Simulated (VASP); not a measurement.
Write the native input for VASP 6.6.1 that does the following.

* Task: single point
* Functional: HSE06
* Potentials or basis: VASP PAW PBE potentials, release 64 (Sn_d, Te)
* Cutoff: 520 eV
* k mesh: 4 × 4 × 4
* Occupations: fermi-dirac, width 0.02 eV
* Spin: no spin polarisation
* Dipole correction: no
* Grid for exact exchange (PRECFOCK): Normal
* Further INCAR settings: ALGO = Normal; EDIFF = 1e-06; NBANDS = 17
* Share of exact exchange: 0.25
* Screening parameter: 0.2079 1/Å

SnTe:

```xyz
2
Lattice="-0.0478 3.5362 3.5362 3.5362 -0.0478 3.5362 3.5362 3.5362 -0.0478" Properties=species:S:1:pos:R:3 pbc="T T T"
Sn   -0.0111   -0.0111   -0.0111
Te    1.7673    1.7673    1.7673
```

This cell differs from its parent crystal: strain along [111] -2.0%.

One way to write it, as run:

POSCAR

```
SnTe
1.0
   -0.0477864535      3.5361975557      3.5361975557
    3.5361975557     -0.0477864535      3.5361975557
    3.5361975557      3.5361975557     -0.0477864535
Sn Te
1 1
Direct
   -0.0015824070     -0.0015824070     -0.0015824070
    0.2515824070      0.2515824070      0.2515824070
```

INCAR.step1

```
SYSTEM = SnTe
PREC     = Accurate       ! precision mode
ENCUT    = 520            ! plane-wave cutoff, eV
EDIFF    = 1E-5           ! SCF threshold, eV
ISMEAR   = -1             ! smearing method
SIGMA    = 0.02           ! smearing width, eV
LREAL    = .FALSE.        ! projectors in reciprocal space
LASPH    = .TRUE.         ! aspherical terms in the spheres
NELM     = 80             ! most SCF steps
ALGO     = Normal         ! electronic algorithm
ISIF     = 2              ! what is computed and relaxed
LWAVE    = .TRUE.         ! write WAVECAR
LCHARG   = .FALSE.        ! write CHGCAR
NBANDS   = 17             ! bands
GGA      = PE             ! functional
```

INCAR.step2

```
SYSTEM = SnTe
PREC     = Accurate       ! precision mode
ENCUT    = 520            ! plane-wave cutoff, eV
EDIFF    = 1E-6           ! SCF threshold, eV
ISMEAR   = -1             ! smearing method
SIGMA    = 0.02           ! smearing width, eV
LREAL    = .FALSE.        ! projectors in reciprocal space
LASPH    = .TRUE.         ! aspherical terms in the spheres
NELM     = 80             ! most SCF steps
ALGO     = Normal         ! electronic algorithm
ISIF     = 2              ! what is computed and relaxed
LWAVE    = .FALSE.        ! write WAVECAR
LCHARG   = .FALSE.        ! write CHGCAR
GGA      = PE             ! functional
LHFCALC  = .TRUE.         ! exact exchange
HFSCREEN = 0.2079         ! screening, 1/A
PRECFOCK = Normal       
NBANDS   = 17             ! bands
ISTART   = 1
```

KPOINTS

```
Automatic mesh
0
G
  4 4 4
  0 0 0
```

Potentials or basis: VASP PAW PBE potentials, release 64 (Sn_d, Te).

The run is started by

```bash
$ cat potpaw_PBE.64/Sn_d/POTCAR potpaw_PBE.64/Te/POTCAR > POTCAR
$ cp INCAR.step1 INCAR
$ mpirun -np 1 vasp_std > vasp.out
$ cp INCAR.step2 INCAR
$ mpirun -np 1 vasp_std > vasp.out
```

It gave:

| Property | Result |
| --- | --- |
| Pressure | 0.4 GPa |
| Largest force | 0.018 eV/Å |
| Band gap on the k mesh | 0.23 eV (least direct gap 1.10 eV) |

Caveat: the cell differs from its parent crystal (strain along [111] -2.0%); the structure was generated, so it needn't be the stable form of SnTe; the PAW data sets were made with another functional, which shifts forces and pressure a little; spin-orbit coupling is left out, which moves the levels of the heavy elements.

Wall time 45 min on 1 thread of Oxide Virtual Turin-like Processor, on a shared host, peak memory 0.32 GiB.
